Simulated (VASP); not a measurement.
# WC in VASP: relaxation of the atoms with PBEsol

Aim: the relaxation of the atoms of WC with PBEsol.

Everything below comes from runs of VASP 6.6.1. Logs are shortened: lines on timing, memory, paths and dates and some standing lists are left out, and cuts for length are marked.

## Step 1: The cell of the first run

The cell holds a slab with vacuum, 8 atoms: a = 2.898 Å, b = 2.898 Å, c = 24.897 Å, α = 90.00°, β = 90.00°, γ = 120.00°.

## Step 2: Relaxation of the atoms, PBEsol

File INCAR:

```
SYSTEM = WC
PREC = Accurate
ENCUT = 520
EDIFF = 1E-6
ISMEAR = 0
SIGMA = 0.1
LREAL = .FALSE.
LASPH = .TRUE.
NELM = 80
ALGO = Fast
ISIF = 2
LWAVE = .FALSE.
LCHARG = .FALSE.
LDIPOL = .TRUE.
IDIPOL = 3
DIPOL = 0.5 0.5 0.500
GGA = PS
IBRION = 2
NSW = 80
EDIFFG = -0.02
```

File KPOINTS:

```
regular mesh
0
G
  12 12 1
  0 0 0
```

File POSCAR:

```
WC
1.0
    2.8984136678      0.0000000000      0.0000000000
   -1.4492068339      2.5100998670      0.0000000000
    0.0000000000      0.0000000000     24.8966416592
C W
4 4
Direct
    0.6666666667      0.3333333333      0.3012454492
    0.6666666667      0.3333333333      0.4148194782
    0.6666666667      0.3333333333      0.5283935073
    0.6666666667      0.3333333333      0.6419675363
    0.0000000000      0.0000000000      0.3580324637
    0.0000000000      0.0000000000      0.4716064927
    0.0000000000      0.0000000000      0.5851805218
    0.0000000000      0.0000000000      0.6987545508
```

Potentials or basis: VASP PAW PBE potentials, release 64 (C, W_sv).

On the command line:

```console
$ cat potpaw_PBE.64/C/POTCAR potpaw_PBE.64/W_sv/POTCAR > POTCAR
$ mpirun -np 1 vasp_std > vasp.out
```

OUTCAR:

```text
SYSTEM = WC
   PREC = Accurate
   ENCUT = 520
   EDIFF = 1E-6
   ISMEAR = 0
   LREAL = .FALSE.
   LASPH = .TRUE.
   NELM = 80
   ISIF = 2
   GGA = PS
   IBRION = 2
   NSW = 80
   EDIFFG = -0.02

 ion  position               nearest neighbor table
   1  0.667  0.333  0.301-   5 2.19   5 2.19   5 2.19
   2  0.667  0.333  0.415-   6 2.19   5 2.19   6 2.19   5 2.19   6 2.19   5 2.19
   3  0.667  0.333  0.528-   7 2.19   7 2.19   7 2.19   6 2.19   6 2.19   6 2.19
   4  0.667  0.333  0.642-   8 2.19   7 2.19   8 2.19   7 2.19   8 2.19   7 2.19
   5  0.000  0.000  0.358-   1 2.19   2 2.19   1 2.19   2 2.19   1 2.19   2 2.19   6 2.83
   6  0.000  0.000  0.472-   2 2.19   2 2.19   2 2.19   3 2.19   3 2.19   3 2.19   5 2.83   7 2.83

   7  0.000  0.000  0.585-   3 2.19   4 2.19   3 2.19   4 2.19   3 2.19   4 2.19   8 2.83   6 2.83

   8  0.000  0.000  0.699-   4 2.19   4 2.19   4 2.19   7 2.83

  LATTYP: Found a hexagonal cell.
 ALAT       =     2.8984136678
 C/A-ratio  =     8.5897475353

  Lattice vectors:

 A1 = (   2.8984136678,   0.0000000000,   0.0000000000)
 A2 = (  -1.4492068339,   2.5100998670,   0.0000000000)
 A3 = (   0.0000000000,   0.0000000000,  24.8966416592)

Analysis of symmetry for initial positions (statically):
=====================================================================
 Subroutine PRICEL returns:
 Original cell was already a primitive cell.

 Routine SETGRP: Setting up the symmetry group for a
 hexagonal supercell.

 Subroutine GETGRP returns: Found  6 space group operations
 (whereof  6 operations were pure point group operations)
 out of a pool of 24 trial point group operations.

The static configuration has the point symmetry C_3v.

Analysis of symmetry for dynamics (positions and initial velocities):
=====================================================================
 Subroutine PRICEL returns:
 Original cell was already a primitive cell.

 Routine SETGRP: Setting up the symmetry group for a
 hexagonal supercell.

 Subroutine GETGRP returns: Found  6 space group operations
 (whereof  6 operations were pure point group operations)
 out of a pool of 24 trial point group operations.

The dynamic configuration has the point symmetry C_3v.

 Subroutine INISYM returns: Found  6 space group operations
 (whereof  6 operations are pure point group operations),
 and found     1 'primitive' translations

----------------------------------------------------------------------------------------

                                     Primitive cell

  volume of cell :     181.1307

  direct lattice vectors                    reciprocal lattice vectors
     2.898413668  0.000000000  0.000000000     0.345016314  0.199195262  0.000000000
    -1.449206834  2.510099867  0.000000000     0.000000000  0.398390523  0.000000000
     0.000000000  0.000000000 24.896641659     0.000000000  0.000000000  0.040166060

  length of vectors
     2.898413668  2.898413668 24.896641659     0.398390523  0.398390523  0.040166060

  position of ions in fractional coordinates (direct lattice)
     0.666666667  0.333333333  0.301245449
     0.666666667  0.333333333  0.414819478
     0.666666667  0.333333333  0.528393507
     0.666666667  0.333333333  0.641967536
     0.000000000  0.000000000  0.358032464
     0.000000000  0.000000000  0.471606493
     0.000000000  0.000000000  0.585180522
     0.000000000  0.000000000  0.698754551

  ion indices of the primitive-cell ions
   primitive index   ion index
                 1           1
                 2           2
                 3           3
                 4           4
                 5           5
                 6           6
                 7           7
                 8           8

[... 48 lines left out ...]
   number of dos      NEDOS =    301   number of ions     NIONS =      8
   total plane-waves  NPLWV = 110592
   dimension x,y,z NGX =    24 NGY =   24 NGZ =  192
   dimension x,y,z NGXF=    48 NGYF=   48 NGZF=  384
   ions per type =               4   4
   NGX,Y,Z   is equivalent  to a cutoff of  13.77, 13.77, 12.82 a.u.
   NGXF,Y,Z  is equivalent  to a cutoff of  27.53, 27.53, 25.64 a.u.
 SYSTEM =  WC
   PREC   = accura    normal or accurate (medium, high low for compatibility)
   ISTART =      0    job   : 0-new  1-cont  2-samecut
   ICHARG =      2    charge: 1-file 2-atom 10-const
   ISPIN  =      1    spin polarized calculation?
   LNONCOLLINEAR =      F non collinear calculations
   LSORBIT =      F    spin-orbit coupling
   LASPH  =      T    aspherical Exc in radial PAW
   ENCUT  =  520.0 eV  38.22 Ry    6.18 a.u.   5.39  5.39 46.29*2*pi/ulx,y,z
   NELM   =     80;   NELMIN=  2; NELMDL= -5     # of ELM steps
   EDIFF  = 0.1E-05   stopping-criterion for ELM
   LREAL  =      F    real-space projection
   EDIFFG = -.2E-01   stopping-criterion for IOM
   NSW    =     80    number of steps for IOM
   IBRION =      2    ionic relax: 0-MD 1-quasi-New 2-CG
   NFREE  =      1    steps in history (QN), initial steepest desc. (CG)
   ISIF   =      2    stress and relaxation
   ISYM   =      2    0-nonsym 1-usesym 2-fastsym
   POTIM  = 0.5000    time-step for ionic-motion
   TEBEG  =    0.0;   TEEND  =   0.0 temperature during run
   PSTRESS=    0.0 pullay stress
   NELECT =      72.0000    total number of electrons
   NUPDOWN=      -1.0000    fix difference up-down
   EMIN   =  10.00;   EMAX   =-10.00  energy-range for DOS
   EFERMI =   0.00;   METHOD = LEGACY
   ISMEAR =     0;   SIGMA  =   0.10  broadening in eV -4-tet -1-fermi 0-gaus
   EFERMI_NEDOS =   21; number of points for ismear=-14 and -15
   IALGO  =     68    algorithm
   IMIX   =      4    mixing-type and parameters
     AMIX     =   0.40;   BMIX     =  1.00
     AMIX_MAG =   1.60;   BMIX_MAG =  1.00
  volume/ion in A,a.u.               =      22.64       152.79
  Fermi-wavevector in a.u.,A,eV,Ry     =   1.203709  2.274681 19.713700  1.448916
  Thomas-Fermi vector in A             =   2.339455
   LORBIT       =      0    0 simple, 1 ext, 2 COOP (PROOUT), +10 PAW based schemes
   GGA     = PS    functional components
   LHFCALC =     F    Hartree Fock is set to
   AEXX    =    0.0000 exact exchange contribution
   IVDW    =     0    specifies the selected vdW correction
   LEPSILON=     F    determine dielectric tensor
   LRPA    =     F    only Hartree local field effects (RPA)
 conjugate gradient relaxation of ions
 non-spin polarized calculation
 RMM-DIIS sequential band-by-band and
 Gauss-broadening in eV      SIGMA  =   0.10
  energy-cutoff  :      520.00
  volume of cell :      181.13
 maximum number of plane-waves:      4965
 NGX is ok and might be reduce to    24
   NGX = 11   NGY = 11   NGZ = 93

--------------------------------------- Ionic step        1  -------------------------------------------

 number of electron      71.9999997 magnetization

 Free energy of the ion-electron system (eV)
  ---------------------------------------------------
  ext. energy  EPLUGINS =         0.00000000
  ---------------------------------------------------
  free energy    TOTEN  =       -89.91983935 eV

  energy without entropy =      -89.90543781  energy(sigma->0) =      -89.91263858

------------------------ aborting loop because EDIFF is reached ----------------------------------------

  FORCE on cell =-STRESS in cart. coord.  units (eV):
  Direction    XX          YY          ZZ          XY          YZ          ZX
  --------------------------------------------------------------------------------------
  -------------------------------------------------------------------------------------
  Total       -3.0497261     -3.0497261     -6.2594587      0.0000000      0.0000000      0.0000000
  in kB      -26.9761072    -26.9761072    -55.3675392      0.0000000      0.0000000      0.0000000
  external PRESSURE =     -36.4399178 kB  Pullay stress =       0.0000000 kB
[... 65 lines left out ...]
  FREE ENERGIE OF THE ION-ELECTRON SYSTEM (eV)
  ---------------------------------------------------
  free  energy   TOTEN  =       -90.2188526732 eV

  energy  without entropy=      -90.2076985095  energy(sigma->0) =      -90.21327559

 dipolmoment           0.000000      0.000000      0.005310 electrons x Angstroem

--------------------------------------- Ionic step        3  -------------------------------------------

 number of electron      72.0000004 magnetization

------------------------ aborting loop because EDIFF is reached ----------------------------------------
[... 31 lines left out ...]
  FREE ENERGIE OF THE ION-ELECTRON SYSTEM (eV)
  ---------------------------------------------------
  free  energy   TOTEN  =       -90.8242304044 eV

  energy  without entropy=      -90.8135999515  energy(sigma->0) =      -90.81891518

[... ionic steps 4 to 14 ...]

--------------------------------------- Ionic step       15  -------------------------------------------

 number of electron      71.9999996 magnetization

------------------------ aborting loop because EDIFF is reached ----------------------------------------
[... 79 lines left out ...]
--------------------------------------- Ionic step       17  -------------------------------------------

 number of electron      71.9999996 magnetization

 dipolmoment           0.000000      0.000000     -0.048146 electrons x Angstroem

 Free energy of the ion-electron system (eV)
  ---------------------------------------------------
  ext. energy  EPLUGINS =         0.00000000
  ---------------------------------------------------
  free energy    TOTEN  =       -90.90044447 eV

  energy without entropy =      -90.88965632  energy(sigma->0) =      -90.89505039

 E-fermi :   2.0449     XC(G=0):  -7.1365

 val. band max:        1.9664876434   @ k =   0.4167   0.0000   0.0000
 cond. band min:       2.0462402329   @ k =   0.3333   0.2500   0.0000
 fundamental gap:      0.0797525895
 Fermi energy:         2.0448960044

 k-point     1 :       0.0000    0.0000    0.0000
  band No.  band energies     occupation
      1     -72.0940      2.00000
      2     -71.9921      2.00000
      3     -71.8753      2.00000
      4     -71.7706      2.00000
      5     -36.7320      2.00000
      6     -36.4002      2.00000
[... 863 lines left out ...]
     42       5.8425      0.00000
     43       5.9331      0.00000

------------------------ aborting loop because EDIFF is reached ----------------------------------------

 vacuum level on the upper side and lower side of the slab       (xc-potential included)        -0.594         0.578

  FORCE on cell =-STRESS in cart. coord.  units (eV):
  Direction    XX          YY          ZZ          XY          YZ          ZX
  --------------------------------------------------------------------------------------
  -------------------------------------------------------------------------------------
  Total        0.7834192      0.7834192     -0.0742773      0.0000000      0.0000000      0.0000000
  in kB        6.9296718      6.9296718     -0.6570135      0.0000000      0.0000000      0.0000000
  external PRESSURE =       4.4007767 kB  Pullay stress =       0.0000000 kB
[... 23 lines left out ...]
  FREE ENERGIE OF THE ION-ELECTRON SYSTEM (eV)
  ---------------------------------------------------
  free  energy   TOTEN  =       -90.9004444694 eV

  energy  without entropy=      -90.8896563163  energy(sigma->0) =      -90.89505039

 reached required accuracy - stopping structural energy minimisation

 vacuum level on the upper side and lower side of the slab         7.049         8.247
```

Run time: 64 min. Hardware: 1 thread of Oxide Virtual Turin-like, shared host; peak memory 0.37 GiB.

Results:

```yaml
Free_energy: -90.9004 eV
Energy_gained_by_relaxing: 122.6 meV/atom
Ionic_steps: 17
Largest_force_after_relaxing: 0.013 eV/Å
Band_gap_on_the_k_mesh: zero (bands 36 and 37 overlap by 0.74 eV)
```

Forces in eV/Å, atoms in the order of the input:
```
C    0.000  0.000  0.006
C    0.000  0.000  0.004
C    0.000  0.000 -0.006
C    0.000  0.000  0.013
W    0.000  0.000 -0.009
W    0.000  0.000  0.004
W    0.000  0.000 -0.001
W    0.000  0.000 -0.011
```

Step by step:
```
step  energy change (eV)  largest force (eV/Å)  pressure (GPa)
   1              0.0000                5.7018           -3.64
   2             -0.2990                6.4519            2.40
   3             -0.9044                0.8222           -1.43
   4             -0.9046                0.8189           -1.51
   5             -0.9564                0.4268           -0.79
   6             -0.9570                0.4549           -0.69
   7             -0.9704                0.3290           -0.53
   8             -0.9706                0.2725           -0.55
   9             -0.9755                0.1854           -0.23
  10             -0.9755                0.1921           -0.22
  11             -0.9784                0.1187           -0.03
  12             -0.9786                0.1548            0.02
  13             -0.9801                0.1301            0.32
  14             -0.9801                0.1301            0.32
  15             -0.9805                0.0558            0.50
  16             -0.9806                0.0304            0.45
  17             -0.9806                0.0126            0.44
```

Final structure:
```yaml
crystal:
  lattice:
    - [2.89841, 0.00000, 0.00000]
    - [-1.44921, 2.51010, 0.00000]
    - [0.00000, 0.00000, 24.89664]
  atoms:
    - { symbol: C, position: [0.66667, 0.33333, 0.31014] }
    - { symbol: C, position: [0.66667, 0.33333, 0.41495] }
    - { symbol: C, position: [0.66667, 0.33333, 0.52789] }
    - { symbol: C, position: [0.66667, 0.33333, 0.64219] }
    - { symbol: W, position: [0.00000, 0.00000, 0.35427] }
    - { symbol: W, position: [0.00000, 0.00000, 0.47000] }
    - { symbol: W, position: [0.00000, 0.00000, 0.58410] }
    - { symbol: W, position: [0.00000, 0.00000, 0.69646] }
```

Caveat: the PAW data sets were made with another functional, which shifts forces and pressure a little; spin-orbit coupling is left out, which moves the levels of the heavy elements.

The gap in the log of VASP goes by the Fermi energy; the results here count the filled bands.